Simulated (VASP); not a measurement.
# TiO2 (P4_2/nmc) in VASP: vibrations by perturbation theory with PBEsol

Aim: the vibrations by perturbation theory of TiO2 with PBEsol.

Program: VASP 6.6.1. These are calculated values, not measurements. Logs are shortened: lines on timing, memory, paths and dates and some standing lists are left out, and cuts for length are marked.

## (1) The cell of the first run

The structure is tetragonal, space group P4_2/nmc (No. 137). Conventional cell: a = 3.361 Å, b = 3.361 Å, c = 5.134 Å, α = 90.00°, β = 90.00°, γ = 90.00°. Ti (site symmetry -4m2) has 8 O at 1.89 to 2.40 Å within 2.5 Å. O (site symmetry 2mm) has 4 Ti at 1.89 to 2.40 Å within 2.5 Å.

## (2) Vibrations by perturbation theory, PBEsol

INCAR

```
SYSTEM = TiO2
PREC = Accurate ; ENCUT = 520
EDIFF = 1E-8 ; ISMEAR = 0
SIGMA = 0.01 ; LREAL = .False.
LASPH = .True. ; NELM = 100
ALGO = Normal ; ISIF = 2
LWAVE = .False. ; LCHARG = .False.
GGA = PS ; NBANDS = 33
IBRION = 8 ; NSW = 1
LEPSILON = .True.
```

KPOINTS

```
Automatic mesh
0
Gamma
  6 6 4
  0 0 0
```

POSCAR

```
TiO2
1.0
    3.3612404290      0.0000000000      0.0000000000
    0.0000000000      3.3612404290      0.0000000000
    0.0000000000      0.0000000000      5.1337941358
Ti O
2 4
Direct
    0.5000000000      0.5000000000      0.5000000000
    0.0000000000      0.0000000000      0.0000000000
    0.0000000000      0.5000000000      0.6667093220
    0.5000000000      0.0000000000      0.8332906780
    0.5000000000      0.0000000000      0.3332906780
    0.0000000000      0.5000000000      0.1667093220
```

Potentials or basis: VASP PAW PBE potentials, release 64 (Ti_sv, O).

The run is started by

```bash
cat potpaw_PBE.64/Ti_sv/POTCAR potpaw_PBE.64/O/POTCAR > POTCAR
mpirun -np 1 vasp_std > vasp.out
```

OUTCAR:

```text
SYSTEM = TiO2
   PREC = Accurate
   ENCUT = 520
   EDIFF = 1E-8
   ISMEAR = 0
   LREAL = .False.
   LASPH = .True.
   NELM = 100
   ISIF = 2
   GGA = PS
   IBRION = 8
   NSW = 1
   LEPSILON = .True.

 ion  position               nearest neighbor table
   1  0.500  0.500  0.500-   3 1.89   5 1.89   5 1.89   3 1.89   4 2.40   4 2.40   6 2.40   6 2.40

   2  0.000  0.000  0.000-   4 1.89   6 1.89   6 1.89   4 1.89   3 2.40   5 2.40   3 2.40   5 2.40

   3  0.000  0.500  0.667-   1 1.89   1 1.89   2 2.40   2 2.40
   4  0.500  0.000  0.833-   2 1.89   2 1.89   1 2.40   1 2.40
   5  0.500  0.000  0.333-   1 1.89   1 1.89   2 2.40   2 2.40
   6  0.000  0.500  0.167-   2 1.89   2 1.89   1 2.40   1 2.40

  LATTYP: Found a simple tetragonal cell.
 ALAT       =     3.3612404290
 C/A-ratio  =     1.5273510611

  Lattice vectors:

 A1 = (   3.3612404290,   0.0000000000,   0.0000000000)
 A2 = (   0.0000000000,   3.3612404290,   0.0000000000)
 A3 = (   0.0000000000,   0.0000000000,   5.1337941358)

Analysis of symmetry for initial positions (statically):
=====================================================================
 Subroutine PRICEL returns:
 Original cell was already a primitive cell.

 Routine SETGRP: Setting up the symmetry group for a
 simple tetragonal supercell.

 Subroutine GETGRP returns: Found 16 space group operations
 (whereof  8 operations were pure point group operations)
 out of a pool of 16 trial point group operations.

The static configuration has the point symmetry D_2d.
 The point group associated with its full space group is D_4h.

Analysis of symmetry for dynamics (positions and initial velocities):
=====================================================================
 Subroutine PRICEL returns:
 Original cell was already a primitive cell.

 Routine SETGRP: Setting up the symmetry group for a
 simple tetragonal supercell.

 Subroutine GETGRP returns: Found 16 space group operations
 (whereof  8 operations were pure point group operations)
 out of a pool of 16 trial point group operations.

The dynamic configuration has the point symmetry D_2d.
 The point group associated with its full space group is D_4h.

 Subroutine INISYM returns: Found 16 space group operations
 (whereof  8 operations are pure point group operations),
 and found     1 'primitive' translations

----------------------------------------------------------------------------------------

                                     Primitive cell

  volume of cell :      58.0013
[... 1120 lines left out ...]
  x     0.00000     0.00000     0.00000     0.00000     0.00000     0.00000
  y     0.00000     0.00000     0.00000     0.00000     0.00000     0.00000
  z     0.00000     0.00000     0.00000     0.00000     0.00000     0.00000

 PIEZOELECTRIC TENSOR (including local field effects)  for field in x, y, z        (C/m^2)
          XX          YY          ZZ          XY          YZ          ZX
  --------------------------------------------------------------------------------
  x     0.00000     0.00000     0.00000     0.00000     0.00000     0.00000
  y     0.00000     0.00000     0.00000     0.00000     0.00000     0.00000
  z     0.00000     0.00000     0.00000     0.00000     0.00000     0.00000

 BORN EFFECTIVE CHARGES (including local field effects) (in |e|, cummulative output)
 ---------------------------------------------------------------------------------
 ion    1
    1     6.84783     0.00000     0.00000
    2     0.00000     6.84783    -0.00000
    3     0.00000     0.00000     4.23839
 ion    2
    1     6.84783     0.00000     0.00000
    2     0.00000     6.84783    -0.00000
    3     0.00000     0.00000     4.23839
 ion    3
    1    -5.07135     0.00000     0.00000
    2     0.00000    -1.77649    -0.00000
    3     0.00000     0.00000    -2.11920
 ion    4
    1    -5.07135     0.00000     0.00000
    2     0.00000    -1.77649     0.00000
    3     0.00000     0.00000    -2.11920
 ion    5
    1    -1.77649     0.00000     0.00000
    2     0.00000    -5.07135     0.00000
    3     0.00000     0.00000    -2.11920
 ion    6
    1    -1.77649     0.00000     0.00000
    2     0.00000    -5.07135     0.00000
    3     0.00000     0.00000    -2.11920

 INTERNAL STRAIN TENSOR FOR ION    6 for displacements in x,y,z  (eV/Angst):
          X           Y           Z          XY          YZ          ZX
  --------------------------------------------------------------------------------
  x     0.00000     0.00000     0.00000     0.00000     0.00000    -0.36127
  y     0.00000     0.00000     0.00000     0.00000    -5.55844     0.00000
  z     0.48158   -11.35167   -10.84706     0.00000     0.00000     0.00000

 SECOND DERIVATIVES (NOT SYMMETRIZED)
 ------------------------------------
               1X          1Y          1Z          2X          2Y          2Z          3X          3Y          3Z          4X          4Y          4Z          5X          5Y          5Z          6X          6Y          6Z
  1X    -6.989998    0.000000    0.000000    0.484957    0.000000    0.000000    8.826562    0.000000    0.000000   -0.529028    0.000000    0.000000    0.957990    0.000000    0.000000   -2.750482    0.000000    0.000000
  1Y     0.000000   -6.989998    0.000000    0.000000    0.484957    0.000000    0.000000    0.957990    0.000000    0.000000   -2.750482    0.000000    0.000000    8.826562    0.000000    0.000000   -0.529028    0.000000
  1Z     0.000000    0.000000  -20.947953    0.000000    0.000000    9.843752    0.000000    0.000000    8.322494    0.000000    0.000000   -2.770394    0.000000    0.000000    8.322494    0.000000    0.000000   -2.770394
  2X     0.484957    0.000000    0.000000   -6.989998    0.000000    0.000000   -0.529028    0.000000    0.000000    8.826562    0.000000    0.000000   -2.750482    0.000000    0.000000    0.957990    0.000000    0.000000
  2Y     0.000000    0.484957    0.000000    0.000000   -6.989998    0.000000    0.000000   -2.750482    0.000000    0.000000    0.957990    0.000000    0.000000   -0.529028    0.000000    0.000000    8.826562    0.000000
  2Z     0.000000    0.000000    9.843752    0.000000    0.000000  -20.947953    0.000000    0.000000   -2.770394    0.000000    0.000000    8.322494    0.000000    0.000000   -2.770394    0.000000    0.000000    8.322494
  3X     8.896380    0.000000    0.000000   -0.616524    0.000000    0.000000  -17.841273    0.000000    0.000000    7.981966    0.000000    0.000000    1.032214    0.000000    0.000000    0.547237    0.000000    0.000000
  3Y     0.000000    0.897105    0.000000    0.000000   -2.700898    0.000000    0.000000   -4.291996    0.000000    0.000000    4.519250    0.000000    0.000000    1.044065    0.000000    0.000000    0.532473    0.000000
  3Z     0.000000    0.000000    8.322418    0.000000    0.000000   -2.781322    0.000000    0.000000  -13.556884    0.000000    0.000000    0.181210    0.000000    0.000000    1.572268    0.000000    0.000000    6.262309
  4X    -0.616524    0.000000    0.000000    8.896380    0.000000    0.000000    7.981966    0.000000    0.000000  -17.841273    0.000000    0.000000    0.547237    0.000000    0.000000    1.032214    0.000000    0.000000
  4Y     0.000000   -2.700898    0.000000    0.000000    0.897105    0.000000    0.000000    4.519250    0.000000    0.000000   -4.291996    0.000000    0.000000    0.532473    0.000000    0.000000    1.044065    0.000000
  4Z     0.000000    0.000000   -2.781322    0.000000    0.000000    8.322418    0.000000    0.000000    0.181210    0.000000    0.000000  -13.556884    0.000000    0.000000    6.262309    0.000000    0.000000    1.572268
  5X     0.897105    0.000000    0.000000   -2.700898    0.000000    0.000000    1.044065    0.000000    0.000000    0.532473    0.000000    0.000000   -4.291996    0.000000    0.000000    4.519250    0.000000    0.000000
  5Y     0.000000    8.896380    0.000000    0.000000   -0.616524    0.000000    0.000000    1.032214    0.000000    0.000000    0.547237    0.000000    0.000000  -17.841273    0.000000    0.000000    7.981966    0.000000
  5Z     0.000000    0.000000    8.322418    0.000000    0.000000   -2.781322    0.000000    0.000000    1.572268    0.000000    0.000000    6.262309    0.000000    0.000000  -13.556884    0.000000    0.000000    0.181210
  6X    -2.700898    0.000000    0.000000    0.897105    0.000000    0.000000    0.532473    0.000000    0.000000    1.044065    0.000000    0.000000    4.519250    0.000000    0.000000   -4.291996    0.000000    0.000000
  6Y     0.000000   -0.616524    0.000000    0.000000    8.896380    0.000000    0.000000    0.547237    0.000000    0.000000    1.032214    0.000000    0.000000    7.981966    0.000000    0.000000  -17.841273    0.000000
  6Z     0.000000    0.000000   -2.781322    0.000000    0.000000    8.322418    0.000000    0.000000    6.262309    0.000000    0.000000    1.572268    0.000000    0.000000    0.181210    0.000000    0.000000  -13.556884

 Eigenvectors and eigenvalues of the dynamical matrix
 ----------------------------------------------------

   1 f  =   20.321571 THz   127.684194 2PiTHz  677.854631 cm-1    84.043225 meV
             X         Y         Z           dx          dy          dz
      1.680620  1.680620  2.566897     0.153326    0.000232   -0.000000
      0.000000  0.000000  0.000000    -0.153326   -0.000232   -0.000000
      0.000000  1.680620  3.422748    -0.690282    0.000002   -0.000000
      1.680620  0.000000  4.277943     0.690282   -0.000002   -0.000000
      1.680620  0.000000  1.711046     0.001106   -0.001044   -0.000000
      0.000000  1.680620  0.855851    -0.001106    0.001044   -0.000000
[... 145 lines left out ...]
  18 f/i=    3.101594 THz    19.487889 2PiTHz  103.458033 cm-1    12.827155 meV
             X         Y         Z           dx          dy          dz
      1.680620  1.680620  2.566897     0.076101   -0.315363    0.000000
      0.000000  0.000000  0.000000     0.076101   -0.315363    0.000000
      0.000000  1.680620  3.422748     0.012673    0.608502    0.000000
      1.680620  0.000000  4.277943     0.012673    0.608502    0.000000
      1.680620  0.000000  1.711046    -0.146839   -0.052516    0.000000
      0.000000  1.680620  0.855851    -0.146839   -0.052516    0.000000

--------------------------------------------------------------------------------------------------------

 MACROSCOPIC STATIC DIELECTRIC TENSOR IONIC CONTRIBUTION
 ------------------------------------------------------
          23.241592     0.000000    -0.000000
           0.000000    23.241592    -0.000000
          -0.000000    -0.000000    10.100906
 ------------------------------------------------------

 ELASTIC MODULI CONTR FROM IONIC RELAXATION (kBar)
 Direction    XX          YY          ZZ          XY          YZ          ZX
 --------------------------------------------------------------------------------
 XX       -1846.9783   1125.5151   -719.9347      0.0000     -0.0000      0.0000
 YY        1125.5151  -1846.9783   -719.9347      0.0000     -0.0000     -0.0000
 ZZ        -719.9347   -719.9347  -1436.8188      0.0000     -0.0000     -0.0000
 XY           0.0000      0.0000      0.0000      0.0000      0.0000      0.0000
 YZ          -0.0000     -0.0000     -0.0000      0.0000  -2238.9768     -0.0000
 ZX           0.0000     -0.0000     -0.0000      0.0000     -0.0000  -2755.8675
 --------------------------------------------------------------------------------

 PIEZOELECTRIC TENSOR IONIC CONTR  for field in x, y, z        (C/m^2)
          XX          YY          ZZ          XY          YZ          ZX
  --------------------------------------------------------------------------------
  x    -0.00000    -0.00000    -0.00000     0.00000    -0.00000     0.00000
  y    -0.00000     0.00000     0.00000     0.00000    -0.00000     0.00000
  z    -0.00000     0.00000    -0.00000     0.00000    -0.00000     0.00000
```

Run time: 29 min. Hardware: 1 thread of AMD EPYC 9R45 (Zen 5), shared host; peak memory 0.49 GiB.

Results:

* Electronic dielectric tensor (diagonal): 8.90, 8.90, 6.37
* Born charges (mean of the diagonal): Ti +5.98; O -2.99 e
* Highest phonon frequency at Γ, LO-TO splitting left out: 678 cm⁻¹
* Most unstable mode: 103i cm⁻¹

Phonon frequencies in cm⁻¹ (negative: imaginary):
| q point | frequencies |
| --- | --- |
| (0.000, 0.000, 0.000) | -103 -103 0 1 1 109 109 274 392 397 400 400 460 460 600 643 678 678 |

Electronic dielectric tensor:
```
8.90 0.00 0.00
0.00 8.90 0.00
0.00 0.00 6.37
```

Born effective charge tensors (e):
atom 1, Ti
```
6.85 0.00 0.00
0.00 6.85 0.00
0.00 0.00 4.24
```
atom 2, Ti
```
6.85 0.00 0.00
0.00 6.85 0.00
0.00 0.00 4.24
```
atom 3, O
```
-5.07  0.00  0.00
 0.00 -1.78  0.00
 0.00  0.00 -2.12
```
atom 4, O
```
-5.07  0.00  0.00
 0.00 -1.78  0.00
 0.00  0.00 -2.12
```
atom 5, O
```
-1.78  0.00  0.00
 0.00 -5.07  0.00
 0.00  0.00 -2.12
```
atom 6, O
```
-1.78  0.00  0.00
 0.00 -5.07  0.00
 0.00  0.00 -2.12
```

Caveat: some modes are imaginary.
